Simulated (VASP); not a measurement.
# Lu (P6_3/mmc) in VASP: notebook

Lu is run at these levels: r2SCAN; tasks: electric field gradients.

Program: VASP 6.6.1. These are calculated values, not measurements. Logs are shortened: lines on timing, memory, paths and dates and some standing lists are left out, and cuts for length are marked.

**1. The cell of the first run**

The structure is hexagonal, space group P6_3/mmc (No. 194). Conventional cell: a = 3.518 Å, b = 3.518 Å, c = 5.446 Å, α = 90.00°, β = 90.00°, γ = 120.00°. Within 4.5 Å of Lu (site symmetry -6m2) lie 12 Lu at 3.40 to 3.52 Å.

**2. Electric field gradients, r2SCAN**

Input file POSCAR:

```
Lu
1.0
    3.5180521701      0.0000000000      0.0000000000
   -1.7590260851      3.0467225512      0.0000000000
    0.0000000000      0.0000000000      5.4460843400
Lu
2
Direct
    0.3333333333      0.6666666667      0.2500000000
    0.6666666667      0.3333333333      0.7500000000
```

Input file INCAR.step1:

```
SYSTEM = Lu
PREC = Accurate
ENCUT = 520
ISMEAR = -1
SIGMA = 0.03
LREAL = .FALSE.
LASPH = .TRUE.
NELM = 100
NBANDS = 32
GGA = PE
ALGO = Normal
EDIFF = 1E-4
LWAVE = .TRUE.
LCHARG = .FALSE.
```

Input file INCAR.step2:

```
SYSTEM = Lu
PREC = Accurate
ENCUT = 520
EDIFF = 1E-8
ISMEAR = -1
SIGMA = 0.03
LREAL = .FALSE.
LASPH = .TRUE.
NELM = 100
ALGO = Normal
ISIF = 2
LWAVE = .FALSE.
LCHARG = .FALSE.
METAGGA = R2SCAN
LMIXTAU = .TRUE.
LEFG = .TRUE.
NBANDS = 32
ISTART = 1
```

Input file KPOINTS:

```
regular mesh
0
G
  12 12 7
  0 0 0
```

Potentials or basis: VASP PAW PBE potentials, release 64 (Lu).

Run with:

```console
$ cat potpaw_PBE.64/Lu/POTCAR > POTCAR
$ cp INCAR.step1 INCAR
$ mpirun -np 1 vasp_std > vasp.out
$ cp INCAR.step2 INCAR
$ mpirun -np 1 vasp_std > vasp.out
```

OUTCAR:

```text
SYSTEM = Lu
   PREC = Accurate
   ENCUT = 520
   EDIFF = 1E-8
   ISMEAR = -1
   LREAL = .FALSE.
   LASPH = .TRUE.
   NELM = 100
   ISIF = 2
   METAGGA = R2SCAN
   ISTART = 1

 ion  position               nearest neighbor table
   1  0.333  0.667  0.250-   2 3.40   2 3.40   2 3.40   2 3.40   2 3.40   2 3.40
   2  0.667  0.333  0.750-   1 3.40   1 3.40   1 3.40   1 3.40   1 3.40   1 3.40

  LATTYP: Found a hexagonal cell.
 ALAT       =     3.5180521701
 C/A-ratio  =     1.5480396756

  Lattice vectors:

 A1 = (   3.5180521701,   0.0000000000,   0.0000000000)
 A2 = (  -1.7590260851,   3.0467225512,   0.0000000000)
 A3 = (   0.0000000000,   0.0000000000,   5.4460843400)

Analysis of symmetry for initial positions (statically):
=====================================================================
 Subroutine PRICEL returns:
 Original cell was already a primitive cell.

 Routine SETGRP: Setting up the symmetry group for a
 hexagonal supercell.

 Subroutine GETGRP returns: Found 24 space group operations
 (whereof 12 operations were pure point group operations)
 out of a pool of 24 trial point group operations.

The static configuration has the point symmetry D_3d.
 The point group associated with its full space group is D_6h.

Analysis of symmetry for dynamics (positions and initial velocities):
=====================================================================
 Subroutine PRICEL returns:
 Original cell was already a primitive cell.

 Routine SETGRP: Setting up the symmetry group for a
 hexagonal supercell.

 Subroutine GETGRP returns: Found 24 space group operations
 (whereof 12 operations were pure point group operations)
 out of a pool of 24 trial point group operations.

The dynamic configuration has the point symmetry D_3d.
 The point group associated with its full space group is D_6h.

 Subroutine INISYM returns: Found 24 space group operations
 (whereof 12 operations are pure point group operations),
 and found     1 'primitive' translations

----------------------------------------------------------------------------------------

                                     Primitive cell

  volume of cell :      58.3740

  direct lattice vectors                    reciprocal lattice vectors
     3.518052170  0.000000000  0.000000000     0.284248201  0.164110775  0.000000000
    -1.759026085  3.046722551  0.000000000     0.000000000  0.328221551  0.000000000
     0.000000000  0.000000000  5.446084340     0.000000000  0.000000000  0.183618163

  length of vectors
     3.518052170  3.518052170  5.446084340     0.328221551  0.328221551  0.183618163

  position of ions in fractional coordinates (direct lattice)
     0.333333333  0.666666667  0.250000000
     0.666666667  0.333333333  0.750000000

  ion indices of the primitive-cell ions
   primitive index   ion index
                 1           1
                 2           2

----------------------------------------------------------------------------------------

 KPOINTS: regular mesh

Automatic generation of k-mesh.
 Grid dimensions read from file:
 generate k-points for:   12   12    7

 Generating k-lattice:

  Cartesian coordinates                     Fractional coordinates (reciprocal lattice)
     0.023687350  0.013675898  0.000000000     0.083333333  0.000000000  0.000000000
     0.000000000  0.027351796  0.000000000     0.000000000  0.083333333  0.000000000
     0.000000000  0.000000000  0.026231166     0.000000000  0.000000000  0.142857143

  Length of vectors
     0.027351796  0.027351796  0.026231166

  Shift w.r.t. Gamma in fractional coordinates (k-lattice)
     0.000000000  0.000000000  0.000000000

 Subroutine IBZKPT returns following result:
 ===========================================

 Found     76 irreducible k-points:

 Following reciprocal coordinates:
            Coordinates               Weight
  0.000000  0.000000  0.000000      1.000000
  0.083333  0.000000  0.000000      6.000000
  0.166667  0.000000  0.000000      6.000000
  0.250000  0.000000  0.000000      6.000000
  0.333333  0.000000  0.000000      6.000000
  0.416667 -0.000000  0.000000      6.000000
[... 16 lines left out ...]
  0.250000  0.000000  0.142857     12.000000
  0.333333  0.000000  0.142857     12.000000
 [... further k-points ...]
   k-points           NKPTS =     76   k-points in BZ     NKDIM =     76   number of bands    NBANDS=     32
   number of dos      NEDOS =    301   number of ions     NIONS =      2
   total plane-waves  NPLWV =  32928
   dimension x,y,z NGX =    28 NGY =   28 NGZ =   42
   dimension x,y,z NGXF=    56 NGYF=   56 NGZF=   84
   ions per type =               2
   NGX,Y,Z   is equivalent  to a cutoff of  13.23, 13.23, 12.82 a.u.
   NGXF,Y,Z  is equivalent  to a cutoff of  26.46, 26.46, 25.64 a.u.
 SYSTEM =  Lu
   PREC   = accura    normal or accurate (medium, high low for compatibility)
   ISTART =      1    job   : 0-new  1-cont  2-samecut
   ICHARG =      0    charge: 1-file 2-atom 10-const
   ISPIN  =      1    spin polarized calculation?
   LNONCOLLINEAR =      F non collinear calculations
   LSORBIT =      F    spin-orbit coupling
   LASPH  =      T    aspherical Exc in radial PAW
   ENCUT  =  520.0 eV  38.22 Ry    6.18 a.u.   6.54  6.54 10.13*2*pi/ulx,y,z
   NELM   =    100;   NELMIN=  2; NELMDL=  0     # of ELM steps
   EDIFF  = 0.1E-07   stopping-criterion for ELM
   LREAL  =      F    real-space projection
   EDIFFG = 0.1E-06   stopping-criterion for IOM
   NSW    =      0    number of steps for IOM
   IBRION =     -1    ionic relax: 0-MD 1-quasi-New 2-CG
   NFREE  =      0    steps in history (QN), initial steepest desc. (CG)
   ISIF   =      2    stress and relaxation
   ISYM   =      2    0-nonsym 1-usesym 2-fastsym
   POTIM  = 0.5000    time-step for ionic-motion
   TEBEG  =    0.0;   TEEND  =   0.0 temperature during run
   PSTRESS=    0.0 pullay stress
   NELECT =      50.0000    total number of electrons
   NUPDOWN=      -1.0000    fix difference up-down
   EMIN   =  10.00;   EMAX   =-10.00  energy-range for DOS
   EFERMI =   0.00;   METHOD = LEGACY
   ISMEAR =    -1;   SIGMA  =   0.03  broadening in eV -4-tet -1-fermi 0-gaus
   EFERMI_NEDOS =   21; number of points for ismear=-14 and -15
   IALGO  =     38    algorithm
   IMIX   =      4    mixing-type and parameters
     AMIX     =   0.40;   BMIX     =  1.00
     AMIX_MAG =   1.60;   BMIX_MAG =  1.00
  volume/ion in A,a.u.               =      29.19       196.96
  Fermi-wavevector in a.u.,A,eV,Ry     =   1.554742  2.938036 32.888309  2.417223
  Thomas-Fermi vector in A             =   2.658784
   LORBIT       =      0    0 simple, 1 ext, 2 COOP (PROOUT), +10 PAW based schemes
   METAGGA = R2SCAN    functional components
   LHFCALC =     F    Hartree Fock is set to
   AEXX    =    0.0000 exact exchange contribution
   IVDW    =     0    specifies the selected vdW correction
   LEPSILON=     F    determine dielectric tensor
   LRPA    =     F    only Hartree local field effects (RPA)
 non-spin polarized calculation
  energy-cutoff  :      520.00
  volume of cell :       58.37
 maximum number of plane-waves:      1622
 NGX is ok and might be reduce to    28
   NGX = 13   NGY = 13   NGZ = 21

 number of electron      49.9999995 magnetization

 Free energy of the ion-electron system (eV)
  ---------------------------------------------------
  ext. energy  EPLUGINS =         0.00000000
  ---------------------------------------------------
  free energy    TOTEN  =       -76.12216786 eV

  energy without entropy =      -76.11335145  energy(sigma->0) =      -76.11775966

 E-fermi :   2.1480     XC(G=0): -11.5884

 val. band max:        2.1442033025   @ k =   0.2500   0.0000   0.2857
 cond. band min:       2.1530133162   @ k =   0.2500   0.2500   0.4286
 fundamental gap:      0.0088100137
 Fermi energy:         2.1479796760

 k-point     1 :       0.0000    0.0000    0.0000
  band No.  band energies     occupation
      1     -55.7347      2.00000
      2     -55.6951      2.00000
      3     -26.0369      2.00000
      4     -25.5922      2.00000
      5     -25.5921      2.00000
      6     -25.5038      2.00000
[... 24 lines left out ...]
     31       5.8865      0.00000
     32       5.8865      0.00000
[... 774 lines left out ...]
      2     -55.6924      2.00000
      3     -25.9136      2.00000
      4     -25.7998      2.00000
      5     -25.7601      2.00000
      6     -25.6660      2.00000
[... 24 lines left out ...]
     31       7.2316      0.00000
     32       7.4753      0.00000

 [... further k-points ...]

------------------------ aborting loop because EDIFF is reached ----------------------------------------

  FORCE on cell =-STRESS in cart. coord.  units (eV):
  Direction    XX          YY          ZZ          XY          YZ          ZX
  --------------------------------------------------------------------------------------
  -------------------------------------------------------------------------------------
  Total       -0.0658977     -0.0658977      0.1263250      0.0000000      0.0000000      0.0000000
  in kB       -1.8086769     -1.8086769      3.4672107      0.0000000      0.0000000      0.0000000
  external PRESSURE =      -0.0500477 kB  Pullay stress =       0.0000000 kB

 VOLUME and BASIS-vectors are now :
 -----------------------------------------------------------------------------
  energy-cutoff  :      520.00
  volume of cell :       58.37
      direct lattice vectors                 reciprocal lattice vectors
     3.518052170  0.000000000  0.000000000     0.284248201  0.164110775  0.000000000
    -1.759026085  3.046722551  0.000000000     0.000000000  0.328221551  0.000000000
     0.000000000  0.000000000  5.446084340     0.000000000  0.000000000  0.183618163

 POSITION                                       TOTAL-FORCE (eV/Angst)
 -----------------------------------------------------------------------------------
     -0.00000      2.03115      1.36152         0.000000      0.000000      0.000000
      1.75903      1.01557      4.08456        -0.000000      0.000000      0.000000
 -----------------------------------------------------------------------------------
    total drift:                                0.000000     -0.000000      0.000000

  FREE ENERGIE OF THE ION-ELECTRON SYSTEM (eV)
  ---------------------------------------------------
  free  energy   TOTEN  =       -76.1221678604 eV

  energy  without entropy=      -76.1133514547  energy(sigma->0) =      -76.11775966

 Electric field gradients (V/A^2)
---------------------------------------------------------------------
 ion       V_xx      V_yy      V_zz      V_xy      V_xz      V_yz
---------------------------------------------------------------------
   1     -42.155   -42.155    84.310     0.000    -0.000     0.000
   2     -42.155   -42.155    84.310     0.000     0.000    -0.000
---------------------------------------------------------------------

 Electric field gradients after diagonalization (V/A^2)
 (convention: |V_zz| > |V_xx| > |V_yy|)
----------------------------------------------------------------------
 ion       V_xx      V_yy      V_zz     asymmetry (V_yy - V_xx)/ V_zz
----------------------------------------------------------------------
   1     -42.155   -42.155    84.310       0.000
   2     -42.155   -42.155    84.310       0.000
----------------------------------------------------------------------

           NMR quadrupolar parameters

 Cq : quadrupolar parameter    Cq=e*Q*V_zz/h
 eta: asymmetry parameters     (V_yy - V_xx)/ V_zz
 Q  : nuclear electric quadrupole moment in mb (millibarn)
----------------------------------------------------------------------
 ion       Cq(MHz)       eta       Q (mb)
----------------------------------------------------------------------
   1       0.204       0.000       1.000
   2       0.204       0.000       1.000
----------------------------------------------------------------------
```

Run time: 18 min. Hardware: 1 thread of Oxide Virtual Turin-like, shared host; peak memory 0.24 GiB.

Results:

```yaml
Free_energy: -76.1222 eV
Pressure: 0.0 GPa
Band_gap_on_the_k_mesh: zero (bands 25 and 26 overlap by 1.76 eV)
Largest_electric_field_gradient_by_atom: Lu +84.3 V/Å²
```

Levels at points of the mesh, in eV from the Fermi level:
```tsv
k point	band 21	band 22	band 23	band 24	band 25	band 26	band 27	band 28	band 29	band 30
(0.00, 0.00, 0.00)	-5.06	-5.04	-5.04	-2.37	0.60	2.42	2.42	2.99	3.24	3.24
(0.50, 0.00, 0.00)	-5.06	-5.05	-2.40	-1.43	-0.82	-0.46	1.77	2.07	2.66	6.50
```

Electric field gradients, principal values (V/Å²):
```tsv
atom	least	middle	greatest (by size)
1 Lu	-42.155	-42.155	84.310
2 Lu	-42.155	-42.155	84.310
```

Caveat: without QUAD_EFG the Cq values of the log hold for a quadrupole moment of 1 mb, not for the nuclei; the PAW data sets were made with another functional, which shifts forces and pressure a little; spin-orbit coupling is left out, which moves the levels of the heavy elements.

**3. Electric field gradients, r2SCAN**

POSCAR is that of step 2.

Input file INCAR.step1:

```
  PREC = Accurate
  ENCUT = 520
  ISMEAR = -1
  SIGMA = 0.03
  LREAL = F
  LASPH = T
  NELM = 100
  NBANDS = 32
  GGA = PE
  ALGO = Normal
  EDIFF = 1E-4
  LWAVE = T
  LCHARG = F
```

Input file INCAR.step2:

```
  PREC = Accurate
  ENCUT = 520
  EDIFF = 1E-8
  ISMEAR = -1
  SIGMA = 0.03
  LREAL = F
  LASPH = T
  NELM = 100
  ALGO = Normal
  ISIF = 2
  LWAVE = F
  LCHARG = F
  METAGGA = R2SCAN
  LMIXTAU = T
  LEFG = T
  NBANDS = 32
  ISTART = 1
```

Input file KPOINTS:

```
Automatic mesh
0
Gamma
  12 12 7
```

Potentials or basis: VASP PAW PBE potentials, release 64 (Lu).

Run with:

```console
$ cat potpaw_PBE.64/Lu/POTCAR > POTCAR
$ cp INCAR.step1 INCAR
$ mpirun -np 1 vasp_std > vasp.out
$ cp INCAR.step2 INCAR
$ mpirun -np 1 vasp_std > vasp.out
```

OUTCAR:

```text
PREC = Accurate
   ENCUT = 520
   EDIFF = 1E-8
   ISMEAR = -1
   LREAL = F
   LASPH = T
   NELM = 100
   ISIF = 2
   METAGGA = R2SCAN
   ISTART = 1

 ion  position               nearest neighbor table
   1  0.333  0.667  0.250-   2 3.40   2 3.40   2 3.40   2 3.40   2 3.40   2 3.40
   2  0.667  0.333  0.750-   1 3.40   1 3.40   1 3.40   1 3.40   1 3.40   1 3.40

  LATTYP: Found a hexagonal cell.
 ALAT       =     3.5180521701
 C/A-ratio  =     1.5480396756

  Lattice vectors:

 A1 = (   3.5180521701,   0.0000000000,   0.0000000000)
[... 1056 lines left out ...]
  free  energy   TOTEN  =       -76.1221678604 eV

  energy  without entropy=      -76.1133514547  energy(sigma->0) =      -76.11775966

 Electric field gradients (V/A^2)
---------------------------------------------------------------------
 ion       V_xx      V_yy      V_zz      V_xy      V_xz      V_yz
---------------------------------------------------------------------
   1     -42.155   -42.155    84.310     0.000    -0.000     0.000
   2     -42.155   -42.155    84.310     0.000     0.000    -0.000
---------------------------------------------------------------------

 Electric field gradients after diagonalization (V/A^2)
 (convention: |V_zz| > |V_xx| > |V_yy|)
----------------------------------------------------------------------
 ion       V_xx      V_yy      V_zz     asymmetry (V_yy - V_xx)/ V_zz
----------------------------------------------------------------------
   1     -42.155   -42.155    84.310       0.000
   2     -42.155   -42.155    84.310       0.000
----------------------------------------------------------------------

           NMR quadrupolar parameters

 Cq : quadrupolar parameter    Cq=e*Q*V_zz/h
 eta: asymmetry parameters     (V_yy - V_xx)/ V_zz
 Q  : nuclear electric quadrupole moment in mb (millibarn)
----------------------------------------------------------------------
 ion       Cq(MHz)       eta       Q (mb)
----------------------------------------------------------------------
   1       0.204       0.000       1.000
   2       0.204       0.000       1.000
----------------------------------------------------------------------
```

Run time: 12 min. Hardware: 1 thread of Oxide Virtual Turin-like, shared host; peak memory 0.24 GiB.

Results:

```
Free energy                             : -76.1222 eV
Pressure                                : 0.0 GPa
Band gap on the k mesh                  : zero (bands 25 and 26 overlap by 1.76 eV)
Largest electric field gradient by atom : Lu +84.3 V/Å²
```

Stress tensor (GPa, compression positive):
```
-0.18  0.00  0.00
 0.00 -0.18  0.00
 0.00  0.00  0.35
```

Electric field gradients, principal values (V/Å²):
```
atom    least   middle  greatest (by size)
1 Lu  -42.155  -42.155              84.310
2 Lu  -42.155  -42.155              84.310
```

Caveat: without QUAD_EFG the Cq values of the log hold for a quadrupole moment of 1 mb, not for the nuclei; the PAW data sets were made with another functional, which shifts forces and pressure a little; spin-orbit coupling is left out, which moves the levels of the heavy elements.
